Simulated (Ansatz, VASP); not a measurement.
## One calculation of Pd, two programs

INCAR

```
PREC = Accurate
ENCUT = 500
EDIFF = 1E-6
ISMEAR = 0
SIGMA = 0.05
LREAL = F
LASPH = T
NELM = 200
ALGO = Normal
ISIF = 2
LWAVE = F
LCHARG = F
ISPIN = 2
MAGMOM = 0.5
LORBIT = 11
LMAXMIX = 4
GGA = LIBXC
LIBXC1 = GGA_X_PBE
LIBXC2 = GGA_C_PBE_SOL
NBANDS = 15
GGA_COMPAT = F
```

Contents of KPOINTS:

```
regular mesh
0
Gamma
  12 12 12
```

File POSCAR:

```
Pd
1.0
    0.0000000000      1.9201927211      1.9201927211
    1.9201927211      0.0000000000      1.9201927211
    1.9201927211      1.9201927211      0.0000000000
Pd
1
Direct
    0.0000000000      0.0000000000      0.0000000000
```

File input.yaml:

```yaml
crystal:
  lattice:
    - [0.0, 1.9201927211, 1.9201927211]
    - [1.9201927211, 0.0, 1.9201927211]
    - [1.9201927211, 1.9201927211, 0.0]
  atoms:
    - { symbol: Pd, position: [0.0, 0.0, 0.0], spin: 0.5 }
kpoints:
  mp_grid: { grid: [12, 12, 12] }
scf:
  occupations: { method: gaussian, width: 0.05 }
hamiltonian:
  xc: { exchange: pbe, correlation: pbesol }
  pseudopotentials: { kind: all_electron, datasets: crystal }
magnetization:
  spin_polarized: true
output:
  forces: true
  stress: true
  eigenvalues: true
```

Change from the starting cell: volume scaled by 0.96.

Alike in both runs: task single point; functional pbe exchange, pbesol correlation; k mesh 12 × 12 × 12; occupations gaussian, width 0.05 eV; collinear spin.

|  | VASP | Ansatz |
| --- | --- | --- |
| version | VASP 6.6.1 | Ansatz 0.2.0 |
| potentials or method | VASP PAW PBE potentials, release 64 (Pd), cutoff 500 eV | all-electron PAW datasets made for the crystal |

```tsv
	VASP	Ansatz	Ansatz less VASP
gap on the k mesh at the Fermi level (eV)	none	none	-
pressure (GPa)	18.2	18.5	+0.27
net moment per atom (μB)	0.20	0.20	+0.001
size of the moment on the site where the two differ most (μB)	0.20	0.21	+0.008
```

VASP's potentials were made for PBE, not for pbe exchange, pbesol correlation. Site moments also hang on the region over which each program counts them. A gap of «none» marks a metal or a gap that the smearing closes. Ansatz ran all-electron here, and VASP with PAW potentials.
